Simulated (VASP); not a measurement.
# CaTi2 (P6_3/mmc) in VASP: single point with r2SCAN

Aim: the single point of CaTi2 with r2SCAN.

Everything below comes from runs of VASP 6.6.1. Logs are shortened: lines on timing, memory, paths and dates and some standing lists are left out, and cuts for length are marked.

**1. The cell of the first run**

The structure is hexagonal, space group P6_3/mmc (No. 194). The conventional cell has a = 3.142 Å, b = 3.142 Å, c = 15.612 Å, α = 90.00°, β = 90.00°, γ = 120.00°. Ca (site symmetry -6m2) has 6 Ca at 3.14 Å and 6 Ti at 3.39 Å within 4.1 Å. Within 3.6 Å of Ti (site symmetry 3m) lie 9 Ti at 2.77 to 3.14 Å and 3 Ca at 3.39 Å.

**2. Single point, r2SCAN**

POSCAR reads:

```
CaTi2
1.0
    3.1415137472      0.0000000000      0.0000000000
   -1.5707568736      2.7206307114      0.0000000000
    0.0000000000      0.0000000000     15.6122711537
Ca Ti
2 4
Direct
    0.3333333333      0.6666666667      0.2500000000
    0.6666666667      0.3333333333      0.7500000000
    0.3333333333      0.6666666667      0.5669284690
    0.6666666667      0.3333333333      0.0669284690
    0.3333333333      0.6666666667      0.9330715310
    0.6666666667      0.3333333333      0.4330715310
```

INCAR.step1 reads:

```
PREC = Accurate ; ENCUT = 520
ISMEAR = 0 ; SIGMA = 0.1
LREAL = F ; LASPH = T
NELM = 100 ; NBANDS = 43
GGA = PE ; ALGO = Normal
EDIFF = 1E-4 ; LWAVE = T
LCHARG = F
```

INCAR.step2 reads:

```
PREC = Accurate ; ENCUT = 520
EDIFF = 1E-6 ; ISMEAR = 0
SIGMA = 0.1 ; LREAL = F
LASPH = T ; NELM = 100
ALGO = Normal ; ISIF = 2
LWAVE = F ; LCHARG = F
METAGGA = R2SCAN ; LMIXTAU = T
NBANDS = 43 ; ISTART = 1
```

KPOINTS reads:

```
regular mesh
0
Gamma
  12 12 4
```

Potentials or basis: VASP PAW PBE potentials, release 64 (Ca_sv, Ti_sv).

Command:

```sh
$ cat potpaw_PBE.64/Ca_sv/POTCAR potpaw_PBE.64/Ti_sv/POTCAR > POTCAR
$ cp INCAR.step1 INCAR
$ mpirun -np 1 vasp_std > vasp.out
$ cp INCAR.step2 INCAR
$ mpirun -np 1 vasp_std > vasp.out
```

OUTCAR:

```text
PREC = Accurate
   ENCUT = 520
   EDIFF = 1E-6
   ISMEAR = 0
   LREAL = F
   LASPH = T
   NELM = 100
   ISIF = 2
   METAGGA = R2SCAN
   ISTART = 1

 ion  position               nearest neighbor table
   1  0.333  0.667  0.250-
   2  0.667  0.333  0.750-
   3  0.333  0.667  0.567-   6 2.77   6 2.77   6 2.77
   4  0.667  0.333  0.067-   5 2.77   5 2.77   5 2.77
   5  0.333  0.667  0.933-   4 2.77   4 2.77   4 2.77
   6  0.667  0.333  0.433-   3 2.77   3 2.77   3 2.77

  LATTYP: Found a hexagonal cell.
 ALAT       =     3.1415137472
 C/A-ratio  =     4.9696650755

  Lattice vectors:

 A1 = (   3.1415137472,   0.0000000000,   0.0000000000)
 A2 = (  -1.5707568736,   2.7206307114,   0.0000000000)
 A3 = (   0.0000000000,   0.0000000000,  15.6122711537)

Analysis of symmetry for initial positions (statically):
=====================================================================
 Subroutine PRICEL returns:
 Original cell was already a primitive cell.

 Routine SETGRP: Setting up the symmetry group for a
 hexagonal supercell.

 Subroutine GETGRP returns: Found 24 space group operations
 (whereof 12 operations were pure point group operations)
 out of a pool of 24 trial point group operations.

The static configuration has the point symmetry D_3d.
 The point group associated with its full space group is D_6h.

Analysis of symmetry for dynamics (positions and initial velocities):
=====================================================================
 Subroutine PRICEL returns:
 Original cell was already a primitive cell.

 Routine SETGRP: Setting up the symmetry group for a
 hexagonal supercell.

 Subroutine GETGRP returns: Found 24 space group operations
 (whereof 12 operations were pure point group operations)
 out of a pool of 24 trial point group operations.

The dynamic configuration has the point symmetry D_3d.
 The point group associated with its full space group is D_6h.

 Subroutine INISYM returns: Found 24 space group operations
 (whereof 12 operations are pure point group operations),
 and found     1 'primitive' translations

----------------------------------------------------------------------------------------

                                     Primitive cell

  volume of cell :     133.4365

  direct lattice vectors                    reciprocal lattice vectors
     3.141513747  0.000000000  0.000000000     0.318317881  0.183780914  0.000000000
    -1.570756874  2.720630711  0.000000000     0.000000000  0.367561829  0.000000000
     0.000000000  0.000000000 15.612271154     0.000000000  0.000000000  0.064052180

  length of vectors
     3.141513747  3.141513747 15.612271154     0.367561829  0.367561829  0.064052180

  position of ions in fractional coordinates (direct lattice)
     0.333333333  0.666666667  0.250000000
     0.666666667  0.333333333  0.750000000
     0.333333333  0.666666667  0.566928469
     0.666666667  0.333333333  0.066928469
     0.333333333  0.666666667  0.933071531
     0.666666667  0.333333333  0.433071531

  ion indices of the primitive-cell ions
   primitive index   ion index
                 1           1
                 2           2
                 3           3
                 4           4
                 5           5
                 6           6

----------------------------------------------------------------------------------------

 KPOINTS: regular mesh

Automatic generation of k-mesh.
 Grid dimensions read from file:
 generate k-points for:   12   12    4

 Generating k-lattice:

  Cartesian coordinates                     Fractional coordinates (reciprocal lattice)
     0.026526490  0.015315076  0.000000000     0.083333333 -0.000000000  0.000000000
     0.000000000  0.030630152  0.000000000     0.000000000  0.083333333  0.000000000
     0.000000000  0.000000000  0.016013045     0.000000000  0.000000000  0.250000000

  Length of vectors
     0.030630152  0.030630152  0.016013045

  Shift w.r.t. Gamma in fractional coordinates (k-lattice)
     0.000000000  0.000000000  0.000000000

 Subroutine IBZKPT returns following result:
 ===========================================

 Found     57 irreducible k-points:

 Following reciprocal coordinates:
            Coordinates               Weight
  0.000000  0.000000  0.000000      1.000000
  0.083333  0.000000  0.000000      6.000000
  0.166667  0.000000  0.000000      6.000000
  0.250000  0.000000  0.000000      6.000000
  0.333333  0.000000  0.000000      6.000000
  0.416667  0.000000  0.000000      6.000000
[... 16 lines left out ...]
  0.250000  0.000000  0.250000     12.000000
  0.333333  0.000000  0.250000     12.000000
 [... further k-points ...]
   k-points           NKPTS =     57   k-points in BZ     NKDIM =     57   number of bands    NBANDS=     43
   number of dos      NEDOS =    301   number of ions     NIONS =      6
   total plane-waves  NPLWV =  69120
   dimension x,y,z NGX =    24 NGY =   24 NGZ =  120
   dimension x,y,z NGXF=    48 NGYF=   48 NGZF=  240
   ions per type =               2   4
   NGX,Y,Z   is equivalent  to a cutoff of  12.70, 12.70, 12.78 a.u.
   NGXF,Y,Z  is equivalent  to a cutoff of  25.40, 25.40, 25.56 a.u.
 SYSTEM =  unknown system
   PREC   = accura    normal or accurate (medium, high low for compatibility)
   ISTART =      1    job   : 0-new  1-cont  2-samecut
   ICHARG =      0    charge: 1-file 2-atom 10-const
   ISPIN  =      1    spin polarized calculation?
   LNONCOLLINEAR =      F non collinear calculations
   LSORBIT =      F    spin-orbit coupling
   LASPH  =      T    aspherical Exc in radial PAW
   ENCUT  =  520.0 eV  38.22 Ry    6.18 a.u.   5.84  5.84 29.03*2*pi/ulx,y,z
   NELM   =    100;   NELMIN=  2; NELMDL=  0     # of ELM steps
   EDIFF  = 0.1E-05   stopping-criterion for ELM
   LREAL  =      F    real-space projection
   EDIFFG = 0.1E-04   stopping-criterion for IOM
   NSW    =      0    number of steps for IOM
   IBRION =     -1    ionic relax: 0-MD 1-quasi-New 2-CG
   NFREE  =      0    steps in history (QN), initial steepest desc. (CG)
   ISIF   =      2    stress and relaxation
   ISYM   =      2    0-nonsym 1-usesym 2-fastsym
   POTIM  = 0.5000    time-step for ionic-motion
   TEBEG  =    0.0;   TEEND  =   0.0 temperature during run
   PSTRESS=    0.0 pullay stress
   NELECT =      68.0000    total number of electrons
   NUPDOWN=      -1.0000    fix difference up-down
   EMIN   =  10.00;   EMAX   =-10.00  energy-range for DOS
   EFERMI =   0.00;   METHOD = LEGACY
   ISMEAR =     0;   SIGMA  =   0.10  broadening in eV -4-tet -1-fermi 0-gaus
   EFERMI_NEDOS =   21; number of points for ismear=-14 and -15
   IALGO  =     38    algorithm
   IMIX   =      4    mixing-type and parameters
     AMIX     =   0.40;   BMIX     =  1.00
     AMIX_MAG =   1.60;   BMIX_MAG =  1.00
  volume/ion in A,a.u.               =      22.24       150.08
  Fermi-wavevector in a.u.,A,eV,Ry     =   1.307634  2.471070 23.264698  1.709907
  Thomas-Fermi vector in A             =   2.438355
   LORBIT       =      0    0 simple, 1 ext, 2 COOP (PROOUT), +10 PAW based schemes
   METAGGA = R2SCAN    functional components
   LHFCALC =     F    Hartree Fock is set to
   AEXX    =    0.0000 exact exchange contribution
   IVDW    =     0    specifies the selected vdW correction
   LEPSILON=     F    determine dielectric tensor
   LRPA    =     F    only Hartree local field effects (RPA)
 non-spin polarized calculation
 Gauss-broadening in eV      SIGMA  =   0.10
  energy-cutoff  :      520.00
  volume of cell :      133.44
 maximum number of plane-waves:      3634
 NGX is ok and might be reduce to    24
   NGX = 11   NGY = 11   NGZ = 59

 number of electron      68.0000018 magnetization

 Free energy of the ion-electron system (eV)
  ---------------------------------------------------
  ext. energy  EPLUGINS =         0.00000000
  ---------------------------------------------------
  free energy    TOTEN  =       -63.28890137 eV

  energy without entropy =      -63.26237573  energy(sigma->0) =      -63.27563855

 E-fermi :   5.8957     XC(G=0): -10.9431

 val. band max:        5.8923131153   @ k =   0.3333   0.2500   0.5000
 cond. band min:       5.8965556346   @ k =   0.4167   0.0000   0.0000
 fundamental gap:      0.0042425192
 Fermi energy:         5.8956688554

 k-point     1 :       0.0000    0.0000    0.0000
  band No.  band energies     occupation
      1     -53.6911      2.00000
      2     -53.6911      2.00000
      3     -53.5820      2.00000
      4     -53.5820      2.00000
      5     -37.0710      2.00000
      6     -37.0710      2.00000
[... 35 lines left out ...]
     42       7.2096      0.00000
     43       7.2957      0.00000

 k-point     2 :       0.0833    0.0000    0.0000
  band No.  band energies     occupation
      1     -53.6873      2.00000
      2     -53.6872      2.00000
      3     -53.5815      2.00000
      4     -53.5814      2.00000
      5     -37.0616      2.00000
      6     -37.0616      2.00000
[... 35 lines left out ...]
     42       7.0244      0.00000
     43       7.1216      0.00000

 k-point     3 :       0.1667    0.0000    0.0000
  band No.  band energies     occupation
      1     -53.6765      2.00000
      2     -53.6765      2.00000
      3     -53.5803      2.00000
      4     -53.5803      2.00000
      5     -37.0359      2.00000
      6     -37.0359      2.00000
[... 35 lines left out ...]
     42       6.8473      0.00000
     43       7.0863      0.00000

 k-point     4 :       0.2500    0.0000    0.0000
  band No.  band energies     occupation
      1     -53.6609      2.00000
      2     -53.6609      2.00000
      3     -53.5797      2.00000
      4     -53.5797      2.00000
      5     -37.0005      2.00000
      6     -37.0005      2.00000
[... 863 lines left out ...]
     42       6.8443      0.00000
     43       7.1624      0.00000

 k-point    23 :       0.2500    0.0000    0.2500
  band No.  band energies     occupation
      1     -53.6609      2.00000
      2     -53.6609      2.00000
      3     -53.5797      2.00000
      4     -53.5797      2.00000
      5     -37.0005      2.00000
      6     -37.0005      2.00000
[... 35 lines left out ...]
     42       7.2682      0.00000
     43       7.3200      0.00000

 k-point    24 :       0.3333    0.0000    0.2500
  band No.  band energies     occupation
      1     -53.6436      2.00000
      2     -53.6436      2.00000
      3     -53.5808      2.00000
      4     -53.5808      2.00000
      5     -36.9648      2.00000
      6     -36.9648      2.00000
[... 35 lines left out ...]
     42       7.2205      0.00000
     43       7.4231      0.00000

 [... further k-points ...]

------------------------ aborting loop because EDIFF is reached ----------------------------------------

  FORCE on cell =-STRESS in cart. coord.  units (eV):
  Direction    XX          YY          ZZ          XY          YZ          ZX
  --------------------------------------------------------------------------------------
  -------------------------------------------------------------------------------------
  Total        0.1783535      0.1783535      0.2047830      0.0000000     -0.0000000      0.0000000
  in kB        2.1414971      2.1414971      2.4588376      0.0000000     -0.0000000      0.0000000
  external PRESSURE =       2.2472772 kB  Pullay stress =       0.0000000 kB

 VOLUME and BASIS-vectors are now :
 -----------------------------------------------------------------------------
  energy-cutoff  :      520.00
  volume of cell :      133.44
      direct lattice vectors                 reciprocal lattice vectors
     3.141513747  0.000000000  0.000000000     0.318317881  0.183780914  0.000000000
    -1.570756874  2.720630711  0.000000000     0.000000000  0.367561829  0.000000000
     0.000000000  0.000000000 15.612271154     0.000000000  0.000000000  0.064052180

 POSITION                                       TOTAL-FORCE (eV/Angst)
 -----------------------------------------------------------------------------------
     -0.00000      1.81375      3.90307        -0.000000     -0.000000      0.000000
      1.57076      0.90688     11.70920         0.000000     -0.000000      0.000000
     -0.00000      1.81375      8.85104        -0.000000      0.000000      0.027185
      1.57076      0.90688      1.04491        -0.000000     -0.000000      0.027185
     -0.00000      1.81375     14.56737         0.000000     -0.000000     -0.027185
      1.57076      0.90688      6.76123         0.000000     -0.000000     -0.027185
 -----------------------------------------------------------------------------------
    total drift:                               -0.000000      0.000000     -0.000000

  FREE ENERGIE OF THE ION-ELECTRON SYSTEM (eV)
  ---------------------------------------------------
  free  energy   TOTEN  =       -63.2889013726 eV

  energy  without entropy=      -63.2623757310  energy(sigma->0) =      -63.27563855
```

It took 15 min on 1 thread of Intel Xeon Platinum 8559C (Emerald Rapids), shared host; peak memory 0.46 GiB.

Results:

```
Free energy            : -63.2889 eV
Pressure               : 0.2 GPa
Largest force          : 0.027 eV/Å
Band gap on the k mesh : zero (bands 34 and 35 overlap by 0.79 eV)
```

Forces in eV/Å, atoms in the order of the input:
```
Ca   0.000  0.000  0.000
Ca   0.000  0.000  0.000
Ti   0.000  0.000  0.027
Ti   0.000  0.000  0.027
Ti   0.000  0.000 -0.027
Ti   0.000  0.000 -0.027
```

Caveat: the PAW data sets were made with another functional, which shifts forces and pressure a little.
